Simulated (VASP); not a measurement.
A run of VASP 6.6.1 is set up as follows.

File INCAR:

```
SYSTEM = MgB2
PREC = Accurate
ENCUT = 600
EDIFF = 1E-8
ISMEAR = -1
SIGMA = 0.05
LREAL = .False.
LASPH = .True.
NELM = 60
ALGO = Normal
ISIF = 3
LWAVE = .False.
LCHARG = .True.
GGA = PE
NBANDS = 11
IBRION = 6
NFREE = 2
POTIM = 0.015
NSW = 1
```

The input KPOINTS:

```
regular mesh
0
Gamma
  7 7 6
  0 0 0
```

POSCAR

```
MgB2
1.0
    3.0850000000      0.0000000000      0.0000000000
   -1.5425000000      2.6716883707      0.0000000000
    0.0000000000      0.0000000000      3.5230000000
Mg B
1 2
Direct
    0.0000000000      0.0000000000      0.0000000000
    0.6666666667      0.3333333333      0.5000000000
    0.3333333333      0.6666666667      0.5000000000
```

Potentials or basis: VASP PAW PBE potentials, release 64 (Mg, B).

Command:

```bash
$ cat potpaw_PBE.64/Mg/POTCAR potpaw_PBE.64/B/POTCAR > POTCAR
$ mpirun -np 1 vasp_std > vasp.out
```

Q: Predict the Voigt bulk modulus.

A: 150 GPa.

Q: Predict the highest phonon frequency at Γ.

A: 678 cm⁻¹.

Elastic tensor in Voigt notation (GPa, in the Cartesian axes of the cell as first typed):
```
398  70  39   0   0   0
 70 398  39   0   0   0
 39  39 257   0   0   0
  0   0   0  72   0   0
  0   0   0   0  72   0
  0   0   0   0   0 164
```

Caveat: the cell is under stress, which shifts elastic constants.
